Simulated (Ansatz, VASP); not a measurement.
InAg: VASP beside Ansatz

Contents of INCAR:

```
SYSTEM = InAg
ALGO = Normal
EDIFF = 1E-6
ENCUT = 520
ISIF = 2
ISMEAR = -1
LASPH = .True.
LCHARG = .False.
LREAL = .False.
LWAVE = .False.
NBANDS = 19
NELM = 60
PREC = Accurate
SIGMA = 0.15
```

Contents of KPOINTS:

```
k-points
0
Gamma
  5 5 5
  0 0 0
```

Contents of POSCAR:

```
InAg
1.0
    3.4647890000      0.0000000000      0.0000000000
    0.0000000000      3.4647890000      0.0000000000
    0.0000000000      0.0000000000      3.4647890000
In Ag
1 1
Direct
    0.5000000000      0.5000000000      0.5000000000
    0.0000000000      0.0150000000      0.0000000000
```

Input for Ansatz:

```yaml
crystal:
  lattice:
    - [3.464789, 0.0, 0.0]
    - [0.0, 3.464789, 0.0]
    - [0.0, 0.0, 3.464789]
  atoms:
    - { symbol: In, position: [0.5, 0.5, 0.5] }
    - { symbol: Ag, position: [0.0, 0.015, 0.0] }
kpoints:
  mp_grid:
    grid: [5, 5, 5]
    shift: [0.0, 0.0, 0.0]
hamiltonian:
  xc: lda
scf:
  occupations:
    method: fermi_dirac
    width: 0.15
output:
  forces: true
```

Alike in both runs: task single point; functional LDA; k mesh 5 × 5 × 5; occupations fermi-dirac, width 0.15 eV; no spin polarisation.

|  | VASP | Ansatz |
| --- | --- | --- |
| version | VASP 6.6.1 | Ansatz 0.2.0 |
| potentials or method | VASP PAW LDA potentials, release 64 (In_d, Ag) | plane waves, PAW |
| plane-wave cutoff (eV) | 520 | 420 |
| valence electrons in the cell | 24 | 32 |

```tsv
	VASP	Ansatz	Ansatz less VASP
gap on the k mesh at the Fermi level (eV)	none	none	-
rms of the force components (eV/Å)	0.043	0.042	-0.0011
```

LDA's correlation is that of Perdew and Zunger in VASP and of Perdew and Wang (1992) in Ansatz. Atom by atom the forces differ by 0.001 eV/Å (rms over components). A gap of «none» marks a metal or a gap that the smearing closes. VASP's potentials hold 24 valence electrons a cell and Ansatz's 32, so a difference there can come from the potentials and not from the codes.

The k mesh is coarse, so the values compare programs but aren't converged.
